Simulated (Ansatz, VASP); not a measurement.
## Two plane-wave programs on C

```xyz
2
Lattice="0.0000 1.7623 1.7623 1.7623 0.0000 1.7623 1.7623 1.7623 0.0000" Properties=species:S:1:pos:R:3 pbc="T T T"
C     0.0000    0.0000    0.0000
C     0.8812    0.8812    0.8812
```

Change from the starting cell: strained cell.

Alike in both runs: task relaxation of the atoms; functional r2SCAN; k mesh 10 × 10 × 10; occupations gaussian, width 0.02 eV; no spin polarisation.

```csv
,VASP,Ansatz
version,VASP 6.6.1,Ansatz 0.2.0
potentials or method,"VASP PAW PBE potentials, release 64 (C), cutoff 580 eV","scalar-relativistic, plane waves, PAW"
valence electrons in the cell,8,8
```

```csv
,VASP,Ansatz,Ansatz less VASP
"gap on the k mesh at the Fermi level, each at its own relaxed structure (eV)",4.45,4.48,+0.028
```

VASP's potentials were made for PBE, not for r2SCAN. Ansatz's warnings: stress scf threshold loose.

Noted on VASP's run: the relaxation stopped at its first step, so nothing moved.
